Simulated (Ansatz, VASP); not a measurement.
**Two plane-wave programs on Zn**

The input INCAR:

```
PREC = Accurate
ENCUT = 520
EDIFF = 1E-8
ISMEAR = -1
SIGMA = 0.03
LREAL = F
LASPH = T
NELM = 80
ALGO = Normal
ISIF = 2
LWAVE = F
LCHARG = F
GGA = PS
LEFG = T
NBANDS = 19
```

The input KPOINTS:

```
Automatic mesh
0
Gamma
  18 18 9
```

Contents of POSCAR:

```
Zn
1.0
    2.6316739470      0.0000000000      0.0000000000
   -1.3158369735      2.2790964926      0.0000000000
    0.0000000000      0.0000000000      4.9054345501
Zn
2
Direct
    0.3333333333      0.6666666667      0.2500000000
    0.6666666667      0.3333333333      0.7500000000
```

Input for Ansatz:

```yaml
crystal:
  lattice:
    - [2.631673947, 0.0, 0.0]
    - [-1.3158369735, 2.2790964926, 0.0]
    - [0.0, 0.0, 4.9054345501]
  atoms:
    - { symbol: Zn, position: [0.3333333333, 0.6666666667, 0.25] }
    - { symbol: Zn, position: [0.6666666667, 0.3333333333, 0.75] }
kpoints:
  mp_grid: { grid: [18, 18, 9] }
scf:
  occupations: { method: fermi_dirac, width: 0.03 }
hamiltonian:
  xc: pbesol
  pseudopotentials: { kind: paw }
output:
  forces: true
  stress: true
  eigenvalues: true
  efg: { contact_densities: true }
```

Change from the starting cell: volume scaled by 1.02, PAW files.

Alike in both runs: task electric field gradients; functional PBEsol; k mesh 18 × 18 × 9; occupations fermi-dirac, width 0.03 eV; no spin polarisation.

```csv
,VASP,Ansatz
version,VASP 6.6.1,Ansatz 0.2.0
potentials or method,"VASP PAW PBE potentials, release 64 (Zn)","PAW with Ansatz's default frozen-core files, scalar-relativistic"
plane-wave cutoff (eV),520,420
valence electrons in the cell,24,24
```

```tsv
	VASP	Ansatz	Ansatz less VASP
pressure (GPa)	-2.6	-3.0	-0.40
traceless stress, the component that is largest in VASP (GPa)	1.93	2.08	+0.154
size of Vzz on the site where it differs most (V/Å²)	35.5	34.8	-0.68
```

VASP's potentials were made for PBE, not for PBEsol. With one functional, cell and mesh, what is left measures potentials, basis and numerics.
